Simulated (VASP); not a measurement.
Here is a VASP 6.6.1 calculation.

Contents of INCAR:

```
  PREC = Accurate
  ENCUT = 520
  EDIFF = 1E-7
  ISMEAR = -1
  SIGMA = 0.05
  LREAL = F
  LASPH = T
  NELM = 80
  ALGO = Normal
  ISIF = 2
  LWAVE = F
  LCHARG = T
  GGA = PS
  LELF = T
  LVHAR = T
  NBANDS = 16
```

The input KPOINTS:

```
regular mesh
0
Gamma
  9 9 9
```

Contents of POSCAR:

```
InSb
1.0
    0.0000000000      3.3026278931      3.3026278931
    3.3026278931      0.0000000000      3.3026278931
    3.3026278931      3.3026278931      0.0000000000
In Sb
1 1
Direct
    0.0000000000      0.0000000000      0.0000000000
    0.7500000000      0.7500000000      0.7500000000
```

Potentials or basis: VASP PAW PBE potentials, release 64 (In_d, Sb).

The run is started by

```console
$ cat potpaw_PBE.64/In_d/POTCAR potpaw_PBE.64/Sb/POTCAR > POTCAR
$ mpirun -np 1 vasp_std > vasp.out
```

(1) Estimate the band gap on the k mesh.

(2) What does it give for the pressure?

Answers

(1) zero (filled and empty bands touch).

(2) -1.5 GPa.

Caveat: the PAW data sets were made with another functional, which shifts forces and pressure a little; spin-orbit coupling is left out, which moves the levels of the heavy elements.
